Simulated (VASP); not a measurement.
# MoS2 (Pm) in VASP: further runs, part 2 of 2

VASP 6.6.1.

**3. Single point, PBEsol**

File INCAR:

```
PREC     = Accurate       # precision mode
ENCUT    = 520            # plane-wave cutoff, eV
EDIFF    = 1E-7           # SCF threshold, eV
ISMEAR   = 0              # smearing method
SIGMA    = 0.05           # smearing width, eV
LREAL    = False          # projectors in reciprocal space
LASPH    = True           # aspherical terms in the spheres
NELM     = 100            # most SCF steps
ALGO     = Normal         # electronic algorithm
ISIF     = 2              # what is computed and relaxed
LWAVE    = False          # write WAVECAR
LCHARG   = True           # write CHGCAR
GGA      = PS             # functional
LELF     = True           # ELF
LVHAR    = True         
NBANDS   = 35             # bands
```

File KPOINTS:

```
regular mesh
0
Gamma
  12 12 2
```

File POSCAR:

```
MoS2
1.0
    3.1414322073      0.0000000000      0.0000000000
   -1.5707161036      2.7205600958      0.0000000000
    0.0000000000      0.0000000000     12.5788196111
Mo S
2 4
Direct
    0.3046839804      0.6380173137      0.2500000000
    0.6666666667      0.3333333333      0.7500000000
    0.3333333333      0.6666666667      0.6260538431
    0.6666666667      0.3333333333      0.1260538431
    0.3333333333      0.6666666667      0.8739461569
    0.6666666667      0.3333333333      0.3739461569
```

Potentials or basis: VASP PAW PBE potentials, release 64 (Mo_sv, S).

The run is started by

```console
> cat potpaw_PBE.64/Mo_sv/POTCAR potpaw_PBE.64/S/POTCAR > POTCAR
> mpirun -np 1 vasp_std > vasp.out
```

OUTCAR:

```text
PREC = Accurate
   ENCUT = 520
   EDIFF = 1E-7
   ISMEAR = 0
   LREAL = False
   LASPH = True
   NELM = 100
   ISIF = 2
   GGA = PS

 ion  position               nearest neighbor table
   1  0.305  0.638  0.250-   4 2.33   6 2.33   4 2.39   6 2.39   4 2.45   6 2.45
   2  0.667  0.333  0.750-   3 2.39   5 2.39   3 2.39   5 2.39   3 2.39   5 2.39
   3  0.333  0.667  0.626-   2 2.39   2 2.39   2 2.39
   4  0.667  0.333  0.126-   1 2.33   1 2.39   1 2.45
   5  0.333  0.667  0.874-   2 2.39   2 2.39   2 2.39
   6  0.667  0.333  0.374-   1 2.33   1 2.39   1 2.45

  LATTYP: Found a hexagonal cell.
 ALAT       =     3.1414322073
 C/A-ratio  =     4.0041671381

  Lattice vectors:

 A1 = (   3.1414322073,   0.0000000000,   0.0000000000)
 A2 = (  -1.5707161036,   2.7205600958,   0.0000000000)
 A3 = (   0.0000000000,   0.0000000000,  12.5788196111)

Analysis of symmetry for initial positions (statically):
=====================================================================
 Subroutine PRICEL returns:
 Original cell was already a primitive cell.

 Routine SETGRP: Setting up the symmetry group for a
 hexagonal supercell.

 Subroutine GETGRP returns: Found  2 space group operations
 (whereof  1 operations were pure point group operations)
 out of a pool of 24 trial point group operations.

The static configuration has the point symmetry C_1 .
 The point group associated with its full space group is C_1h.

Analysis of symmetry for dynamics (positions and initial velocities):
=====================================================================
 Subroutine PRICEL returns:
 Original cell was already a primitive cell.

 Routine SETGRP: Setting up the symmetry group for a
 hexagonal supercell.

 Subroutine GETGRP returns: Found  2 space group operations
 (whereof  1 operations were pure point group operations)
 out of a pool of 24 trial point group operations.

The dynamic configuration has the point symmetry C_1 .
 The point group associated with its full space group is C_1h.

 Subroutine INISYM returns: Found  2 space group operations
 (whereof  1 operations are pure point group operations),
 and found     1 'primitive' translations

----------------------------------------------------------------------------------------

                                     Primitive cell

  volume of cell :     107.5043

  direct lattice vectors                    reciprocal lattice vectors
     3.141432207  0.000000000  0.000000000     0.318326144  0.183785685  0.000000000
    -1.570716104  2.720560096  0.000000000     0.000000000  0.367571369  0.000000000
     0.000000000  0.000000000 12.578819611     0.000000000  0.000000000  0.079498715

  length of vectors
     3.141432207  3.141432207 12.578819611     0.367571369  0.367571369  0.079498715

  position of ions in fractional coordinates (direct lattice)
     0.304683980  0.638017314  0.250000000
     0.666666667  0.333333333  0.750000000
     0.333333333  0.666666667  0.626053843
     0.666666667  0.333333333  0.126053843
     0.333333333  0.666666667  0.873946157
     0.666666667  0.333333333  0.373946157

  ion indices of the primitive-cell ions
[... 23 lines left out ...]
  Length of vectors
     0.030630947  0.030630947  0.039749358

  Shift w.r.t. Gamma in fractional coordinates (k-lattice)
     0.000000000  0.000000000  0.000000000

 Subroutine IBZKPT returns following result:
 ===========================================

 Found    148 irreducible k-points:

 Following reciprocal coordinates:
            Coordinates               Weight
  0.000000  0.000000  0.000000      1.000000
  0.083333  0.000000  0.000000      2.000000
  0.000000  0.083333  0.000000      2.000000
 -0.083333  0.083333  0.000000      2.000000
  0.166667  0.000000  0.000000      2.000000
  0.000000  0.166667  0.000000      2.000000
[... 16 lines left out ...]
  0.166667  0.083333  0.000000      2.000000
 -0.083333  0.250000  0.000000      2.000000
 [... further k-points ...]
   k-points           NKPTS =    148   k-points in BZ     NKDIM =    148   number of bands    NBANDS=     35
   number of dos      NEDOS =    301   number of ions     NIONS =      6
   total plane-waves  NPLWV =  55296
   dimension x,y,z NGX =    24 NGY =   24 NGZ =   96
   dimension x,y,z NGXF=    48 NGYF=   48 NGZF=  192
   ions per type =               2   4
   NGX,Y,Z   is equivalent  to a cutoff of  12.70, 12.70, 12.69 a.u.
   NGXF,Y,Z  is equivalent  to a cutoff of  25.40, 25.40, 25.38 a.u.
 SYSTEM =  unknown system
   PREC   = accura    normal or accurate (medium, high low for compatibility)
   ISTART =      0    job   : 0-new  1-cont  2-samecut
   ICHARG =      2    charge: 1-file 2-atom 10-const
   ISPIN  =      1    spin polarized calculation?
   LNONCOLLINEAR =      F non collinear calculations
   LSORBIT =      F    spin-orbit coupling
   LASPH  =      T    aspherical Exc in radial PAW
   ENCUT  =  520.0 eV  38.22 Ry    6.18 a.u.   5.84  5.84 23.39*2*pi/ulx,y,z
   NELM   =    100;   NELMIN=  2; NELMDL= -5     # of ELM steps
   EDIFF  = 0.1E-06   stopping-criterion for ELM
   LREAL  =      F    real-space projection
   EDIFFG = 0.1E-05   stopping-criterion for IOM
   NSW    =      0    number of steps for IOM
   IBRION =     -1    ionic relax: 0-MD 1-quasi-New 2-CG
   NFREE  =      0    steps in history (QN), initial steepest desc. (CG)
   ISIF   =      2    stress and relaxation
   ISYM   =      2    0-nonsym 1-usesym 2-fastsym
   POTIM  = 0.5000    time-step for ionic-motion
   TEBEG  =    0.0;   TEEND  =   0.0 temperature during run
   PSTRESS=    0.0 pullay stress
   NELECT =      52.0000    total number of electrons
   NUPDOWN=      -1.0000    fix difference up-down
   EMIN   =  10.00;   EMAX   =-10.00  energy-range for DOS
   EFERMI =   0.00;   METHOD = LEGACY
   ISMEAR =     0;   SIGMA  =   0.05  broadening in eV -4-tet -1-fermi 0-gaus
   EFERMI_NEDOS =   21; number of points for ismear=-14 and -15
   IALGO  =     38    algorithm
   IMIX   =      4    mixing-type and parameters
     AMIX     =   0.40;   BMIX     =  1.00
     AMIX_MAG =   1.60;   BMIX_MAG =  1.00
  volume/ion in A,a.u.               =      17.92       120.91
  Fermi-wavevector in a.u.,A,eV,Ry     =   1.285091  2.428470 22.469472  1.651460
  Thomas-Fermi vector in A             =   2.417246
   LORBIT       =      0    0 simple, 1 ext, 2 COOP (PROOUT), +10 PAW based schemes
   GGA     = PS    functional components
   LHFCALC =     F    Hartree Fock is set to
   AEXX    =    0.0000 exact exchange contribution
   IVDW    =     0    specifies the selected vdW correction
   LEPSILON=     F    determine dielectric tensor
   LRPA    =     F    only Hartree local field effects (RPA)
 non-spin polarized calculation
 Gauss-broadening in eV      SIGMA  =   0.05
  energy-cutoff  :      520.00
  volume of cell :      107.50
 maximum number of plane-waves:      2922
   NGX = 11   NGY = 11   NGZ = 47

 number of electron      52.0000000 magnetization

 Free energy of the ion-electron system (eV)
  ---------------------------------------------------
  ext. energy  EPLUGINS =         0.00000000
  ---------------------------------------------------
  free energy    TOTEN  =       -46.82120024 eV

  energy without entropy =      -46.82120024  energy(sigma->0) =      -46.82120024

 E-fermi :   7.4714     XC(G=0): -10.9242

 val. band max:        7.2554054124   @ k =   0.0000   0.0000   0.0000
 cond. band min:       8.2127837381   @ k =  -0.1667   0.3333   0.0000
 fundamental gap:      0.9573783257
 Fermi energy:         7.4714009700

 k-point     1 :       0.0000    0.0000    0.0000
  band No.  band energies     occupation
      1     -54.0250      2.00000
      2     -54.0180      2.00000
      3     -28.2373      2.00000
      4     -28.2363      2.00000
      5     -27.9814      2.00000
      6     -27.9739      2.00000
[... 901 lines left out ...]
     34      10.8194      0.00000
     35      15.0197      0.00000

 [... further k-points ...]
[... 5 lines left out ...]
  --------------------------------------------------------------------------------------
  -------------------------------------------------------------------------------------
  Total        0.6578988     -0.4285105      0.2796250      0.2928687      0.0000000      0.0000000
  in kB        9.8049136     -6.3862531      4.1673563      4.3647320      0.0000000      0.0000000
  external PRESSURE =       2.5286722 kB  Pullay stress =       0.0000000 kB

 VOLUME and BASIS-vectors are now :
 -----------------------------------------------------------------------------
  energy-cutoff  :      520.00
  volume of cell :      107.50
      direct lattice vectors                 reciprocal lattice vectors
     3.141432207  0.000000000  0.000000000     0.318326144  0.183785685  0.000000000
    -1.570716104  2.720560096  0.000000000     0.000000000  0.367571369  0.000000000
     0.000000000  0.000000000 12.578819611     0.000000000  0.000000000  0.079498715

 POSITION                                       TOTAL-FORCE (eV/Angst)
 -----------------------------------------------------------------------------------
     -0.04500      1.73576      3.14470         0.968354      1.601567      0.000000
      1.57072      0.90685      9.43411        -0.001135     -0.002181      0.000000
     -0.00000      1.81371      7.87502        -0.001458     -0.002068     -0.000184
      1.57072      0.90685      1.58561        -0.482152     -0.797626     -0.096963
     -0.00000      1.81371     10.99321        -0.001458     -0.002068      0.000184
      1.57072      0.90685      4.70380        -0.482152     -0.797626      0.096963
 -----------------------------------------------------------------------------------
    total drift:                                0.000058      0.000110      0.000000

  FREE ENERGIE OF THE ION-ELECTRON SYSTEM (eV)
  ---------------------------------------------------
  free  energy   TOTEN  =       -46.8212002362 eV

  energy  without entropy=      -46.8212002362  energy(sigma->0) =      -46.82120024
```

Wall time 6.7 min (1 thread of Intel Xeon Platinum 8259CL at 2.50GHz (Skylake/Cascade Lake), shared host); peak memory 0.53 GiB.

Results:

```yaml
Free_energy: -46.8212 eV
Pressure: 0.3 GPa
Largest_force: 1.872 eV/Å
Band_gap_on_the_k_mesh: 0.96 eV (least direct gap 1.73 eV)
```

Forces in eV/Å, atoms in the order of the input:
```
Mo   0.968  1.602  0.000
Mo  -0.001 -0.002  0.000
S   -0.001 -0.002  0.000
S   -0.482 -0.798 -0.097
S   -0.001 -0.002  0.000
S   -0.482 -0.798  0.097
```

Levels at points of the mesh, in eV from the valence-band top:
| k point | band 22 | band 23 | band 24 | band 25 | band 26 | band 27 | band 28 | band 29 | band 30 | band 31 |
| --- | --- | --- | --- | --- | --- | --- | --- | --- | --- | --- |
| (0.00, 0.00, 0.00) | -2.04 | -1.63 | -1.29 | -1.12 | 0.00 | 1.83 | 2.30 | 2.30 | 2.33 | 2.55 |
| (0.50, 0.00, 0.00) | -2.50 | -1.61 | -1.47 | -1.29 | -1.21 | 1.75 | 1.83 | 2.20 | 2.45 | 3.10 |
| (0.00, 0.50, 0.00) | -2.34 | -1.61 | -1.44 | -1.28 | -1.04 | 1.82 | 1.89 | 2.20 | 2.47 | 2.85 |
| (0.50, 0.50, 0.00) | -2.44 | -1.73 | -1.47 | -1.28 | -0.98 | 1.80 | 1.84 | 2.20 | 2.46 | 2.88 |
| (0.00, 0.00, 0.50) | -2.04 | -2.04 | -1.61 | -0.29 | -0.29 | 1.83 | 2.29 | 2.30 | 2.37 | 2.57 |
| (0.50, 0.00, 0.50) | -2.56 | -1.58 | -1.48 | -1.26 | -1.23 | 1.75 | 1.82 | 2.33 | 2.34 | 3.36 |
| (0.00, 0.50, 0.50) | -2.40 | -1.58 | -1.48 | -1.27 | -1.04 | 1.82 | 1.88 | 2.34 | 2.35 | 3.04 |
| (0.50, 0.50, 0.50) | -2.54 | -1.71 | -1.48 | -1.26 | -0.98 | 1.81 | 1.82 | 2.33 | 2.35 | 3.05 |

Caveat: the PAW data sets were made with another functional, which shifts forces and pressure a little; this functional lacks dispersion, which binds the layers, so the pressure and a relaxed spacing across them are unreliable.

**4. Single point, PBEsol (atom 1 (Mo) moved +0.040 Å towards its neighbour atom 1 (Mo) at 3.141 Å)**

File INCAR:

```
ALGO = Normal
EDIFF = 1E-6
ENCUT = 520
GGA = PS
ISIF = 2
ISMEAR = 0
LASPH = T
LCHARG = F
LREAL = F
LWAVE = F
NBANDS = 35
NELM = 100
PREC = Accurate
SIGMA = 0.05
```

File KPOINTS:

```
k-points
0
Gamma
  12 12 2
```

POSCAR: that of step 3 with these lines changed.

```diff
@@ -8,3 +8,3 @@
 Direct
-    0.3046839804      0.6380173137      0.2500000000
+    0.3206002876      0.6539336209      0.2500000000
     0.6666666667      0.3333333333      0.7500000000
```

The run is started by

```console
> cat potpaw_PBE.64/Mo_sv/POTCAR potpaw_PBE.64/S/POTCAR > POTCAR
> mpirun -np 1 vasp_std > vasp.out
```

Run time: 10 min. Hardware: 1 thread of Intel Xeon 8259CL, shared host; peak memory 0.53 GiB.

Results (log left out):

```yaml
Free_energy: -46.8889 eV
Pressure: 0.0 GPa
Largest_force: 0.836 eV/Å
Band_gap_on_the_k_mesh: 0.98 eV (least direct gap 1.74 eV)
```

Forces in eV/Å, atoms in the order of the input:
```
Mo   0.424  0.720  0.000
Mo  -0.001 -0.001  0.000
S   -0.001 -0.001 -0.001
S   -0.211 -0.359 -0.020
S   -0.001 -0.001  0.001
S   -0.211 -0.359  0.020
```

Stress tensor (GPa, compression positive):
```
 0.36  0.20  0.00
 0.20 -0.35  0.00
 0.00  0.00  0.02
```

Levels at points of the mesh, in eV from the valence-band top:
```tsv
k point	band 24	band 25	band 26	band 27	band 28	band 29
(0.00, 0.00, 0.00)	-1.31	-1.13	0.00	2.09	2.30	2.30
(0.50, 0.00, 0.00)	-1.42	-1.32	-1.24	1.78	1.83	2.19
(0.00, 0.50, 0.00)	-1.42	-1.29	-1.17	1.81	1.86	2.20
(0.50, 0.50, 0.00)	-1.45	-1.29	-1.16	1.80	1.84	2.20
(0.00, 0.00, 0.50)	-1.86	-0.29	-0.29	2.09	2.30	2.30
(0.50, 0.00, 0.50)	-1.48	-1.29	-1.27	1.79	1.82	2.33
(0.00, 0.50, 0.50)	-1.48	-1.27	-1.18	1.82	1.85	2.33
(0.50, 0.50, 0.50)	-1.48	-1.27	-1.18	1.82	1.82	2.33
```

Caveat: the cell differs from its parent crystal (atom 1 (Mo) moved +0.040 Å towards its neighbour atom 1 (Mo) at 3.141 Å); the PAW data sets were made with another functional, which shifts forces and pressure a little; this functional lacks dispersion, which binds the layers, so the pressure and a relaxed spacing across them are unreliable. A k mesh can miss the band edges.

**5. Summary**

| cell | gap on the mesh (eV) | pressure (GPa) | largest force (eV/Å) |
| --- | --- | --- | --- |
| as given, atomic positions A | 0.97 | 0.1 | 1.25 |
| as given, atomic positions B | 0.96 | 0.3 | 1.87 |
| as given, atomic positions C | 0.98 | 0.0 | 0.84 |

Alike in all rows: task single point; level PBEsol; potentials or basis VASP PAW PBE potentials, release 64 (Mo_sv, S); no spin polarisation; k mesh 12 × 12 × 2; cutoff (eV) 520; smearing gaussian 0.05 eV.

Caveats: the PAW data sets were made with another functional, which shifts forces and pressure a little; this functional lacks dispersion, which binds the layers, so the pressure and a relaxed spacing across them are unreliable.

Absolute energies hang on the potentials; compare differences alone.
